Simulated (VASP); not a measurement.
**AgCl: single point with HSE06**

AgCl:

```
Ag Cl
1.0
     0.04252    2.81571    2.81571
     2.81571    0.04252    2.81571
     2.81571    2.81571    0.04252
Ag Cl
1 1
Direct
  0.00000 0.00000 0.00000
  0.50000 0.50000 0.50000
```

This cell differs from its parent crystal: strain along [111] +2.3%.

- Program: VASP 6.6.1
- Task: single point
- Functional: HSE06
- Potentials or basis: VASP PAW PBE potentials, release 64 (Ag, Cl)
- Cutoff: 520 eV
- k mesh: 6 × 6 × 6
- Occupations: gaussian, width 0.01 eV
- Spin: no spin polarisation
- Dipole correction: no
- Grid for exact exchange (PRECFOCK): Normal
- Further INCAR settings: ALGO = Normal; EDIFF = 1e-07; NBANDS = 16
- Share of exact exchange: 0.25
- Screening parameter: 0.2079 1/Å

```
Pressure               : 0.2 GPa
Band gap on the k mesh : 2.38 eV (least direct gap 4.50 eV)
```

Stress tensor (GPa, compression positive):
```
 0.18 -0.12 -0.12
-0.12  0.18 -0.12
-0.12 -0.12  0.18
```

Levels at points of the mesh, in eV from the valence-band top:
```
           k point  band 6  band 7  band 8  band 9  band 10  band 11  band 12  band 13
(0.00, 0.00, 0.00)   -2.76   -2.22   -2.12   -2.12     2.38    12.24    12.52    12.52
(0.50, 0.00, 0.00)   -2.42   -2.00   -0.03    0.00     5.65     8.34     9.16     9.34
(0.50, 0.50, 0.00)   -2.60   -2.32   -2.32   -2.26     4.03     9.41    10.22    13.21
(0.50, 0.50, 0.50)   -2.45   -2.05   -0.04   -0.04     5.76     8.20     9.46     9.46
```

It took 22 min on 4 MPI ranks on AMD EPYC 7R13 Processor (Zen 3), on a shared host, peak memory 0.26 GiB a rank.

Caveat: the cell differs from its parent crystal (strain along [111] +2.3%); the PAW data sets were made with another functional, which shifts forces and pressure a little. A k mesh can miss the band edges.
